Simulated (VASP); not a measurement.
The system is Te.

```xyz
8
Lattice="6.1331 0.0000 0.0000 0.0000 6.1331 0.0000 0.0000 0.0000 6.1331" Properties=species:S:1:pos:R:3 pbc="T T T"
Te    0.0000    0.0000    0.0000
Te    3.0665    3.0665    3.0665
Te    1.5333    0.0000    3.0665
Te    4.5998    0.0000    3.0665
Te    3.0665    1.5333    0.0000
Te    3.0665    4.5998    0.0000
Te    0.0000    3.0665    1.5333
Te    0.0000    3.0665    4.5998
```

* Program: VASP 6.6.1
* Task: relaxation of cell and atoms
* Functional: revPBE
* Potentials or basis: VASP PAW PBE potentials, release 64 (Te)
* Cutoff: 600 eV
* k mesh: 4 × 4 × 4
* Occupations: fermi-dirac, width 0.1 eV
* Spin: no spin polarisation

At the start: pressure 1.6 GPa; volume 28.84 Å³/atom.

Task: How do energy, volume and symmetry change on relaxing?

Result: Over 3 steps the energy falls by 4.3 meV/atom and the volume is 29.74 Å³/atom (+3.1 %); space group Pm-3n (No. 223, to 0.1 Å) before and after.

The path:
```tsv
step	energy change (eV)	largest force (eV/Å)	pressure (GPa)	volume (Å³)
1	0.0000	0.0000	1.55	230.69
2	-0.0313	0.0000	-0.41	240.16
3	-0.0341	0.0000	0.01	237.96
```

Final structure:
```
Te
1.0
     6.19678    0.00000    0.00000
     0.00000    6.19678    0.00000
     0.00000    0.00000    6.19678
Te
8
Direct
  0.00000 0.00000 0.00000
  0.50000 0.50000 0.50000
  0.25000 0.00000 0.50000
  0.75000 0.00000 0.50000
  0.50000 0.25000 0.00000
  0.50000 0.75000 0.00000
  0.00000 0.50000 0.25000
  0.00000 0.50000 0.75000
```

Caveat: the highest band is partly filled, so the run has too few bands; the PAW data sets were made with another functional, which shifts forces and pressure a little.
